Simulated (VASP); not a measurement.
# BaO (Fm-3m) in VASP: single point with LDA

Aim: the single point of BaO with LDA.

Program: VASP 6.6.1. These are calculated values, not measurements. Logs are shortened: lines on timing, memory, paths and dates and some standing lists are left out, and cuts for length are marked.

**1. The cell of the first run**

It takes space group Fm-3m (No. 225, cubic). Conventional cell: a = 5.500 Å, b = 5.500 Å, c = 5.500 Å, α = 90.00°, β = 90.00°, γ = 90.00°. Within 3.6 Å of Ba (site symmetry m-3m) lie 6 O at 2.75 Å. O (site symmetry m-3m) has 6 Ba at 2.75 Å within 3.6 Å.

**2. Single point, LDA**

INCAR reads:

```
SYSTEM = BaO
PREC     = Accurate       ! precision mode
ENCUT    = 600            ! plane-wave cutoff, eV
EDIFF    = 1E-6           ! SCF threshold, eV
ISMEAR   = 0              ! smearing method
SIGMA    = 0.01           ! smearing width, eV
LREAL    = .FALSE.        ! projectors in reciprocal space
LASPH    = .TRUE.         ! aspherical terms in the spheres
NELM     = 120            ! most SCF steps
ALGO     = Normal         ! electronic algorithm
ISIF     = 2              ! what is computed and relaxed
LWAVE    = .FALSE.        ! write WAVECAR
LCHARG   = .TRUE.         ! write CHGCAR
LELF     = .TRUE.         ! ELF
LVHAR    = .TRUE.       
NBANDS   = 15             ! bands
GGA_COMPAT= .FALSE.
```

KPOINTS reads:

```
Automatic mesh
0
G
  4 4 4
  0 0 0
```

POSCAR reads:

```
BaO
1.0
    0.0000000000      2.7500000000      2.7500000000
    2.7500000000      0.0000000000      2.7500000000
    2.7500000000      2.7500000000      0.0000000000
Ba O
1 1
Direct
    0.0000000000      0.0000000000      0.0000000000
    0.5000000000      0.5000000000      0.5000000000
```

Potentials or basis: VASP PAW LDA potentials, release 64 (Ba_sv, O).

Launch:

```sh
$ cat potpaw_LDA.64/Ba_sv/POTCAR potpaw_LDA.64/O/POTCAR > POTCAR
$ mpirun -np 1 vasp_std > vasp.out
```

OUTCAR:

```text
SYSTEM = BaO
   PREC = Accurate
   ENCUT = 600
   EDIFF = 1E-6
   ISMEAR = 0
   LREAL = .FALSE.
   LASPH = .TRUE.
   NELM = 120
   ISIF = 2

 ion  position               nearest neighbor table
   1  0.000  0.000  0.000-   2 2.75   2 2.75   2 2.75   2 2.75   2 2.75   2 2.75
   2  0.500  0.500  0.500-   1 2.75   1 2.75   1 2.75   1 2.75   1 2.75   1 2.75

  LATTYP: Found a face centered cubic cell.
 ALAT       =     5.5000000000

  Lattice vectors:

 A1 = (   0.0000000000,   2.7500000000,   2.7500000000)
 A2 = (   2.7500000000,   0.0000000000,   2.7500000000)
 A3 = (   2.7500000000,   2.7500000000,   0.0000000000)

Analysis of symmetry for initial positions (statically):
=====================================================================
 Subroutine PRICEL returns:
 Original cell was already a primitive cell.

 Routine SETGRP: Setting up the symmetry group for a
 face centered cubic supercell.

 Subroutine GETGRP returns: Found 48 space group operations
 (whereof 48 operations were pure point group operations)
 out of a pool of 48 trial point group operations.

The static configuration has the point symmetry O_h .

Analysis of symmetry for dynamics (positions and initial velocities):
=====================================================================
 Subroutine PRICEL returns:
 Original cell was already a primitive cell.

 Routine SETGRP: Setting up the symmetry group for a
 face centered cubic supercell.

 Subroutine GETGRP returns: Found 48 space group operations
 (whereof 48 operations were pure point group operations)
 out of a pool of 48 trial point group operations.

The dynamic configuration has the point symmetry O_h .

 Subroutine INISYM returns: Found 48 space group operations
 (whereof 48 operations are pure point group operations),
 and found     1 'primitive' translations

----------------------------------------------------------------------------------------

                                     Primitive cell

  volume of cell :      41.5938

  direct lattice vectors                    reciprocal lattice vectors
     0.000000000  2.750000000  2.750000000    -0.181818182  0.181818182  0.181818182
     2.750000000  0.000000000  2.750000000     0.181818182 -0.181818182  0.181818182
     2.750000000  2.750000000  0.000000000     0.181818182  0.181818182 -0.181818182

  length of vectors
     3.889087297  3.889087297  3.889087297     0.314918329  0.314918329  0.314918329

  position of ions in fractional coordinates (direct lattice)
     0.000000000  0.000000000  0.000000000
     0.500000000  0.500000000  0.500000000

  ion indices of the primitive-cell ions
   primitive index   ion index
                 1           1
                 2           2

----------------------------------------------------------------------------------------
[... 70 lines left out ...]
   IALGO  =     38    algorithm
   IMIX   =      4    mixing-type and parameters
     AMIX     =   0.40;   BMIX     =  1.00
     AMIX_MAG =   1.60;   BMIX_MAG =  1.00
  volume/ion in A,a.u.               =      20.80       140.34
  Fermi-wavevector in a.u.,A,eV,Ry     =   1.190617  2.249940 19.287200  1.417569
  Thomas-Fermi vector in A             =   2.326698
   LORBIT       =      0    0 simple, 1 ext, 2 COOP (PROOUT), +10 PAW based schemes
   GGA     = CA    functional components
   LHFCALC =     F    Hartree Fock is set to
   AEXX    =    0.0000 exact exchange contribution
   IVDW    =     0    specifies the selected vdW correction
   LEPSILON=     F    determine dielectric tensor
   LRPA    =     F    only Hartree local field effects (RPA)
 non-spin polarized calculation
 Gauss-broadening in eV      SIGMA  =   0.01
  energy-cutoff  :      600.00
  volume of cell :       41.59
 maximum number of plane-waves:      1411
   NGX = 15   NGY = 15   NGZ = 15

 number of electron      15.9999997 magnetization

 Free energy of the ion-electron system (eV)
  ---------------------------------------------------
  ext. energy  EPLUGINS =         0.00000000
  ---------------------------------------------------
  free energy    TOTEN  =       -13.10737780 eV

  energy without entropy =      -13.10737780  energy(sigma->0) =      -13.10737780

 E-fermi :   1.7487     XC(G=0): -10.1649

 val. band max:        1.6952220050   @ k =   0.5000   0.5000   0.0000
 cond. band min:       3.4339356348   @ k =   0.5000   0.5000   0.0000
 fundamental gap:      1.7387136298
 Fermi energy:         1.7487019260

 k-point     1 :       0.0000    0.0000    0.0000
  band No.  band energies     occupation
      1     -24.0694      2.00000
      2     -13.0626      2.00000
      3      -8.5384      2.00000
      4      -8.5384      2.00000
      5      -8.5384      2.00000
      6       1.2744      2.00000
      7       1.2744      2.00000
      8       1.2744      2.00000
      9       5.1016      0.00000
     10       6.2729      0.00000
     11       6.2729      0.00000
     12       6.2729      0.00000
     13       8.6422      0.00000
     14       8.6422      0.00000
[... 113 lines left out ...]
      2     -13.4949      2.00000
      3      -9.7153      2.00000
      4      -9.7153      2.00000
      5      -8.5937      2.00000
      6       0.2366      2.00000
      7       1.4652      2.00000
      8       1.4652      2.00000
      9       6.1704      0.00000
     10       6.1704      0.00000
     11       8.6153      0.00000
     12      11.5940      0.00000
     13      11.6492      0.00000
     14      13.5045      0.00000
     15      14.9656      0.00000

------------------------ aborting loop because EDIFF is reached ----------------------------------------

  FORCE on cell =-STRESS in cart. coord.  units (eV):
  Direction    XX          YY          ZZ          XY          YZ          ZX
  --------------------------------------------------------------------------------------
  -------------------------------------------------------------------------------------
  Total       -0.2457551     -0.2457551     -0.2457551      0.0000000      0.0000000      0.0000000
  in kB       -9.4664054     -9.4664054     -9.4664054      0.0000000      0.0000000      0.0000000
  external PRESSURE =      -9.4664054 kB  Pullay stress =       0.0000000 kB

 VOLUME and BASIS-vectors are now :
 -----------------------------------------------------------------------------
  energy-cutoff  :      600.00
  volume of cell :       41.59
      direct lattice vectors                 reciprocal lattice vectors
     0.000000000  2.750000000  2.750000000    -0.181818182  0.181818182  0.181818182
     2.750000000  0.000000000  2.750000000     0.181818182 -0.181818182  0.181818182
     2.750000000  2.750000000  0.000000000     0.181818182  0.181818182 -0.181818182

 POSITION                                       TOTAL-FORCE (eV/Angst)
 -----------------------------------------------------------------------------------
      0.00000      0.00000      0.00000         0.000000     -0.000000      0.000000
      2.75000      2.75000      2.75000        -0.000000      0.000000     -0.000000
 -----------------------------------------------------------------------------------
    total drift:                                0.000000     -0.000000      0.000000

  FREE ENERGIE OF THE ION-ELECTRON SYSTEM (eV)
  ---------------------------------------------------
  free  energy   TOTEN  =       -13.1073778019 eV

  energy  without entropy=      -13.1073778019  energy(sigma->0) =      -13.10737780
```

It used 4.9 s of CPU time on 1 thread of AMD EPYC 9R45 (Zen 5) (shared host).

Results:

| Quantity | Value |
| --- | --- |
| Free energy | -13.1074 eV |
| Pressure | -0.9 GPa |
| Band gap on the k mesh | 1.74 eV, direct |

Caveat: the k points lie up to 0.49 Å⁻¹ apart; spin-orbit coupling is left out, which moves the levels of the heavy elements.
